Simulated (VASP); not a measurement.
# Sn (Fd-3m) in VASP: notebook

Runs on Sn. Level: PBE. Tasks: single point.

Everything below comes from runs of VASP 6.6.1. Logs are shortened: lines on timing, memory, paths and dates and some standing lists are left out, and cuts for length are marked.

## 1. The cell of the first run

Symmetry: Fd-3m, No. 227, cubic system. The conventional cell has a = 6.467 Å, b = 6.467 Å, c = 6.467 Å, α = 90.00°, β = 90.00°, γ = 90.00°. Sn (site symmetry -43m) has 4 Sn at 2.80 Å within 3.7 Å.

This isn't the form of Sn at room conditions, which is tetragonal (white tin).

## 2. Single point, PBE

The input, INCAR:

```
SYSTEM = Sn
PREC     = Accurate       ! precision mode
ENCUT    = 500            ! plane-wave cutoff, eV
EDIFF    = 1E-6           ! SCF threshold, eV
ISMEAR   = 1              ! smearing method
SIGMA    = 0.3            ! smearing width, eV
LREAL    = .FALSE.        ! projectors in reciprocal space
LASPH    = .TRUE.         ! aspherical terms in the spheres
NELM     = 120            ! most SCF steps
ALGO     = Normal         ! electronic algorithm
ISIF     = 2              ! what is computed and relaxed
LWAVE    = .FALSE.        ! write WAVECAR
LCHARG   = .TRUE.         ! write CHGCAR
GGA      = PE             ! functional
LELF     = .TRUE.         ! ELF
LVHAR    = .TRUE.       
NBANDS   = 21             ! bands
GGA_COMPAT= .FALSE.
```

The input, KPOINTS:

```
Automatic mesh
0
G
  7 7 7
  0 0 0
```

The input, POSCAR:

```
Sn
1.0
    0.0000000000      3.2333430000      3.2333430000
    3.2333430000      0.0000000000      3.2333430000
    3.2333430000      3.2333430000      0.0000000000
Sn
2
Direct
    0.0000000000      0.0000000000      0.0000000000
    0.2500000000      0.2500000000      0.2500000000
```

Potentials or basis: VASP PAW PBE potentials, release 64 (Sn_d).

On the command line:

```
cat potpaw_PBE.64/Sn_d/POTCAR > POTCAR
mpirun -np 1 vasp_std > vasp.out
```

OUTCAR:

```text
SYSTEM = Sn
   PREC = Accurate
   ENCUT = 500
   EDIFF = 1E-6
   ISMEAR = 1
   LREAL = .FALSE.
   LASPH = .TRUE.
   NELM = 120
   ISIF = 2
   GGA = PE

 ion  position               nearest neighbor table
   1  0.000  0.000  0.000-   2 2.80   2 2.80   2 2.80   2 2.80
   2  0.250  0.250  0.250-   1 2.80   1 2.80   1 2.80   1 2.80

  LATTYP: Found a face centered cubic cell.
 ALAT       =     6.4666860000

  Lattice vectors:

 A1 = (   0.0000000000,   3.2333430000,   3.2333430000)
 A2 = (   3.2333430000,   0.0000000000,   3.2333430000)
 A3 = (   3.2333430000,   3.2333430000,   0.0000000000)

Analysis of symmetry for initial positions (statically):
=====================================================================
 Subroutine PRICEL returns:
 Original cell was already a primitive cell.

 Routine SETGRP: Setting up the symmetry group for a
 face centered cubic supercell.

 Subroutine GETGRP returns: Found 48 space group operations
 (whereof 24 operations were pure point group operations)
 out of a pool of 48 trial point group operations.

The static configuration has the point symmetry T_d .
 The point group associated with its full space group is O_h .

Analysis of symmetry for dynamics (positions and initial velocities):
=====================================================================
 Subroutine PRICEL returns:
 Original cell was already a primitive cell.

 Routine SETGRP: Setting up the symmetry group for a
 face centered cubic supercell.

 Subroutine GETGRP returns: Found 48 space group operations
 (whereof 24 operations were pure point group operations)
 out of a pool of 48 trial point group operations.

The dynamic configuration has the point symmetry T_d .
 The point group associated with its full space group is O_h .

 Subroutine INISYM returns: Found 48 space group operations
 (whereof 24 operations are pure point group operations),
 and found     1 'primitive' translations

----------------------------------------------------------------------------------------

                                     Primitive cell

  volume of cell :      67.6060

  direct lattice vectors                    reciprocal lattice vectors
     0.000000000  3.233343000  3.233343000    -0.154638713  0.154638713  0.154638713
     3.233343000  0.000000000  3.233343000     0.154638713 -0.154638713  0.154638713
     3.233343000  3.233343000  0.000000000     0.154638713  0.154638713 -0.154638713

  length of vectors
     4.572637522  4.572637522  4.572637522     0.267842108  0.267842108  0.267842108

  position of ions in fractional coordinates (direct lattice)
[... 74 lines left out ...]
   EDIFF  = 0.1E-05   stopping-criterion for ELM
   LREAL  =      F    real-space projection
   EDIFFG = 0.1E-04   stopping-criterion for IOM
   NSW    =      0    number of steps for IOM
   IBRION =     -1    ionic relax: 0-MD 1-quasi-New 2-CG
   NFREE  =      0    steps in history (QN), initial steepest desc. (CG)
   ISIF   =      2    stress and relaxation
   ISYM   =      2    0-nonsym 1-usesym 2-fastsym
   POTIM  = 0.5000    time-step for ionic-motion
   TEBEG  =    0.0;   TEEND  =   0.0 temperature during run
   PSTRESS=    0.0 pullay stress
   NELECT =      28.0000    total number of electrons
   NUPDOWN=      -1.0000    fix difference up-down
   EMIN   =  10.00;   EMAX   =-10.00  energy-range for DOS
   EFERMI =   0.00;   METHOD = LEGACY
   ISMEAR =     1;   SIGMA  =   0.30  broadening in eV -4-tet -1-fermi 0-gaus
   EFERMI_NEDOS =   21; number of points for ismear=-14 and -15
   IALGO  =     38    algorithm
   IMIX   =      4    mixing-type and parameters
     AMIX     =   0.40;   BMIX     =  1.00
     AMIX_MAG =   1.60;   BMIX_MAG =  1.00
  volume/ion in A,a.u.               =      33.80       228.11
  Fermi-wavevector in a.u.,A,eV,Ry     =   1.220298  2.306028 20.260790  1.489126
  Thomas-Fermi vector in A             =   2.355520
   LORBIT       =      0    0 simple, 1 ext, 2 COOP (PROOUT), +10 PAW based schemes
   GGA     = PE    functional components
   LHFCALC =     F    Hartree Fock is set to
   AEXX    =    0.0000 exact exchange contribution
   IVDW    =     0    specifies the selected vdW correction
   LEPSILON=     F    determine dielectric tensor
   LRPA    =     F    only Hartree local field effects (RPA)
 non-spin polarized calculation
 Methfessel and Paxton  Order N= 1 SIGMA  =   0.30
  energy-cutoff  :      500.00
  volume of cell :       67.61
 maximum number of plane-waves:      1759
 NGX is ok and might be reduce to    36
   NGX = 17   NGY = 17   NGZ = 17

 number of electron      28.0000008 magnetization

 Free energy of the ion-electron system (eV)
  ---------------------------------------------------
  ext. energy  EPLUGINS =         0.00000000
  ---------------------------------------------------
  free energy    TOTEN  =        -7.60937997 eV

  energy without entropy =       -7.61027603  energy(sigma->0) =       -7.60967865

 E-fermi :   5.7069     XC(G=0):  -8.9192

 val. band max:        5.4870533913   @ k =   0.1429   0.0000   0.0000
 cond. band min:       5.8048419222   @ k =   0.4286   0.0000   0.0000
 fundamental gap:      0.3177885309
 Fermi energy:         5.7068840534

 k-point     1 :       0.0000    0.0000    0.0000
  band No.  band energies     occupation
      1     -15.9462      2.00000
      2     -15.9462      2.00000
      3     -15.9462      2.00000
      4     -15.8852      2.00000
      5     -15.8852      2.00000
      6     -15.5674      2.00000
[... 469 lines left out ...]
     20      14.5175      0.00000
     21      16.3120      0.00000

------------------------ aborting loop because EDIFF is reached ----------------------------------------

  FORCE on cell =-STRESS in cart. coord.  units (eV):
  Direction    XX          YY          ZZ          XY          YZ          ZX
  --------------------------------------------------------------------------------------
  -------------------------------------------------------------------------------------
  Total        1.5883647      1.5883647      1.5883647      0.0000000      0.0000000      0.0000000
  in kB       37.6422424     37.6422424     37.6422424      0.0000000      0.0000000      0.0000000
  external PRESSURE =      37.6422424 kB  Pullay stress =       0.0000000 kB

 VOLUME and BASIS-vectors are now :
 -----------------------------------------------------------------------------
  energy-cutoff  :      500.00
  volume of cell :       67.61
      direct lattice vectors                 reciprocal lattice vectors
     0.000000000  3.233343000  3.233343000    -0.154638713  0.154638713  0.154638713
     3.233343000  0.000000000  3.233343000     0.154638713 -0.154638713  0.154638713
     3.233343000  3.233343000  0.000000000     0.154638713  0.154638713 -0.154638713

 POSITION                                       TOTAL-FORCE (eV/Angst)
 -----------------------------------------------------------------------------------
      0.00000      0.00000      0.00000        -0.000000     -0.000000     -0.000000
      1.61667      1.61667      1.61667         0.000000      0.000000      0.000000
 -----------------------------------------------------------------------------------
    total drift:                                0.000000      0.000000      0.000000

  FREE ENERGIE OF THE ION-ELECTRON SYSTEM (eV)
  ---------------------------------------------------
  free  energy   TOTEN  =        -7.6093799668 eV

  energy  without entropy=       -7.6102760290  energy(sigma->0) =       -7.60967865
```

stdout:

```text
POSCAR found type information on POSCAR Sn
 POSCAR found :  1 types and       2 ions
 scaLAPACK will be used
 LDA part: xc-table for (Slater+PW92), standard interpolation
 POSCAR, INCAR and KPOINTS ok, starting setup
 FFT: planning ... GRIDC
 FFT: planning ... GRID_SOFT
 FFT: planning ... GRID
 WAVECAR not read
 entering main loop
```

Wall time 32 s (1 thread of Intel Xeon 8259CL, shared host); peak memory 0.2 GiB.

What came out:

* Free energy: -7.6094 eV
* Pressure: 3.8 GPa
* Band gap on the k mesh: zero (bands 14 and 15 overlap by 0.04 eV)

Levels at points of the mesh, in eV from the Fermi level:
```
           k point  band 12  band 13  band 14  band 15  band 16  band 17
(0.00, 0.00, 0.00)    -0.51     0.14     0.14     0.14     2.21     2.21
```

Caveat: the cell stands under pressure; so wide a smearing shifts energies and pressures; spin-orbit coupling is left out, which moves the levels of the heavy elements.

## 3. Single point, PBE

The input, INCAR:

```
PREC = Accurate
ENCUT = 500
EDIFF = 1E-6
ISMEAR = 1
SIGMA = 0.2
LREAL = False
LASPH = True
NELM = 120
ALGO = Normal
ISIF = 2
LWAVE = False
LCHARG = False
GGA = PE
NBANDS = 21
GGA_COMPAT = False
```

The input, KPOINTS:

```
regular mesh
0
Gamma
  7 7 7
```

POSCAR is that of step 2.

Potentials or basis: VASP PAW PBE potentials, release 64 (Sn_d).

On the command line:

```
cat potpaw_PBE.64/Sn_d/POTCAR > POTCAR
mpirun -np 1 vasp_std > vasp.out
```

Run time: 34 s. Hardware: 1 thread of Intel Xeon 8259CL, shared host; peak memory 0.2 GiB.

Results (log left out):

```yaml
Free_energy: -7.6100 eV
Pressure: 3.7 GPa
Band_gap_on_the_k_mesh: zero (bands 14 and 15 overlap by 0.04 eV)
```

Levels at points of the mesh, in eV from the Fermi level:
```csv
k point,band 11,band 12,band 13,band 14,band 15,band 16,band 17,band 18
"(0.00, 0.00, 0.00)",-10.63,-0.51,0.13,0.13,0.13,2.21,2.21,2.21
```

Caveat: the cell stands under pressure; spin-orbit coupling is left out, which moves the levels of the heavy elements.

## 4. Single point, PBE

The input, INCAR:

```
SYSTEM = Sn
  PREC = Accurate
  ENCUT = 500
  EDIFF = 1E-6
  ISMEAR = 1
  SIGMA = 0.1
  LREAL = .FALSE.
  LASPH = .TRUE.
  NELM = 120
  ALGO = Normal
  ISIF = 2
  LWAVE = .FALSE.
  LCHARG = .TRUE.
  GGA = PE
  LELF = .TRUE.
  LVHAR = .TRUE.
  NBANDS = 21
  GGA_COMPAT = .FALSE.
```

The input, KPOINTS:

```
regular mesh
0
G
  7 7 7
  0 0 0
```

POSCAR is that of step 3.

On the command line:

```
cat potpaw_PBE.64/Sn_d/POTCAR > POTCAR
mpirun -np 1 vasp_std > vasp.out
```

It took 33 s on 1 thread of Intel Xeon 8259CL, shared host; peak memory 0.2 GiB.

Results (log left out):

```yaml
Free_energy: -7.6100 eV
Pressure: 3.8 GPa
Band_gap_on_the_k_mesh: zero (bands 14 and 15 overlap by 0.04 eV)
```

Levels at points of the mesh, in eV from the Fermi level:
```
           k point  band 11  band 12  band 13  band 14  band 15  band 16  band 17  band 18
(0.00, 0.00, 0.00)   -10.69    -0.58     0.07     0.07     0.07     2.15     2.15     2.15
```

Caveat: the cell stands under pressure; spin-orbit coupling is left out, which moves the levels of the heavy elements.

## 5. Summary

| smearing | gap on the mesh (eV) | pressure (GPa) |
| --- | --- | --- |
| methfessel-paxton 0.3 eV | none | 3.8 |
| methfessel-paxton 0.2 eV | none | 3.7 |
| methfessel-paxton 0.1 eV | none | 3.8 |

Alike in all rows: task single point; level PBE; potentials or basis VASP PAW PBE potentials, release 64 (Sn_d); no spin polarisation; cell as given; k mesh 7 × 7 × 7; cutoff (eV) 500.

Caveats: the cell stands under pressure; spin-orbit coupling is left out, which moves the levels of the heavy elements; so wide a smearing shifts energies and pressures (at least some runs).

Total energies depend on the potentials used, so only differences within one code and one set of settings carry meaning.
